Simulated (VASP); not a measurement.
Set up this calculation in VASP 6.6.1, as the native input.

* Task: single point
* Functional: PBEsol
* Potentials or basis: VASP PAW PBE potentials, release 64 (Ca_sv, Se)
* Cutoff: 520 eV
* k mesh: 8 × 8 × 8
* Occupations: gaussian, width 0.01 eV
* Spin: non-collinear spin, zero start, spin-orbit coupling
* Starting moments: [[0.0, 0.0, 0.0], [0.0, 0.0, 0.0]] μB
* Dipole correction: no
* Further INCAR settings: ALGO = Normal; EDIFF = 1e-06; NBANDS = 28

The structure of CaSe lies in POSCAR:

```
CaSe
1.0
    2.9491228363      2.9491228363      0.0000000000
   -2.9491228363      2.9491228363      0.0000000000
    0.0000000000      2.9491228363      2.9296804933
Ca Se
1 1
Direct
    0.0000000000      0.0000000000      0.0000000000
    0.5000000000      0.5000000000      0.0000000000
```

This cell differs from its parent crystal: film at in-plane strain +0.005.

The input as run:

INCAR

```
SYSTEM = CaSe
PREC = Accurate
ENCUT = 520
EDIFF = 1E-6
ISMEAR = 0
SIGMA = 0.01
LREAL = .False.
LASPH = .True.
NELM = 150
ALGO = Normal
ISIF = 2
LWAVE = .False.
LCHARG = .False.
LNONCOLLINEAR = .True.
MAGMOM = 0 0 0 0 0 0
LORBIT = 11
LSORBIT = .True.
GGA_COMPAT = .False.
LORBMOM = .True.
GGA = PS
NBANDS = 28
```

KPOINTS

```
regular mesh
0
Gamma
  8 8 8
  0 0 0
```

Potentials or basis: VASP PAW PBE potentials, release 64 (Ca_sv, Se).

Launch:

```bash
$ cat potpaw_PBE.64/Ca_sv/POTCAR potpaw_PBE.64/Se/POTCAR > POTCAR
$ mpirun -np 1 vasp_ncl > vasp.out
```

It gave:

* Pressure: -0.2 GPa
* Net moment: 0.00 μB per cell
* Valence electrons inside the program's atomic spheres: Ca 8.13; Se 3.92

Caveat: the cell differs from its parent crystal (film at in-plane strain +0.005); the PAW data sets were made with another functional, which shifts forces and pressure a little.

It took 78 s on 1 thread of AMD EPYC 9R45 96-Core Processor (Zen 5) (shared host), peak memory 0.34 GiB.
